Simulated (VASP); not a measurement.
Write the native input for VASP 6.6.1 that does the following.

| Quantity | Value |
| --- | --- |
| Task | relaxation of the atoms |
| Functional | LDA |
| Potentials or basis | VASP PAW LDA potentials, release 64 (Al, O) |
| Cutoff | 520 eV |
| k mesh | 7 × 7 × 3 |
| Occupations | gaussian, width 0.01 eV |
| Spin | no spin polarisation |
| Dipole correction | no |
| Further INCAR settings | ALGO = Normal; EDIFF = 1e-07; IBRION = 2; EDIFFG = -0.01; NSW = 60 |

The structure of Al2O3 lies in POSCAR:

```
Al2O3
1.0
    1.3369600000     -4.4770600000      0.0000000000
    1.3369600000      4.4770600000      0.0000000000
    0.0000000000      0.0000000000      7.0450300000
Al O
4 6
Direct
    0.0000000000      0.0000000000      0.5000000000
    0.2460200000      0.7539800000      0.7500000000
    0.7539800000      0.2460200000      0.2500000000
    0.0000000000      0.0000000000      0.0000000000
    0.6332000000      0.3668000000      0.9199400000
    0.8926600000      0.1073400000      0.7500000000
    0.3668000000      0.6332000000      0.0800600000
    0.3668000000      0.6332000000      0.4199400000
    0.1073400000      0.8926600000      0.2500000000
    0.6332000000      0.3668000000      0.5800600000
```

The input as run:

INCAR

```
PREC = Accurate
ENCUT = 520
EDIFF = 1E-7
ISMEAR = 0
SIGMA = 0.01
LREAL = False
LASPH = True
NELM = 100
ALGO = Normal
ISIF = 2
LWAVE = False
LCHARG = False
GGA = CA
IBRION = 2
NSW = 60
EDIFFG = -0.01
```

KPOINTS

```
regular mesh
0
Gamma
  7 7 3
```

Potentials or basis: VASP PAW LDA potentials, release 64 (Al, O).

Launch:

```sh
$ cat potpaw_LDA.64/Al/POTCAR potpaw_LDA.64/O/POTCAR > POTCAR
$ mpirun -np 1 vasp_std > vasp.out
```

Results of the run:

The energy gained by relaxing is 0.9 meV/atom and the ionic steps are 6. The pressure after relaxing is -11.2 GPa and the largest force after relaxing is 0.005 eV/Å. The band gap on the k mesh is 4.25 eV, direct.

It took 7.7 min on 1 thread of AMD EPYC 7R43 64-Core Processor (Zen 3), on a shared host, peak memory 0.23 GiB.
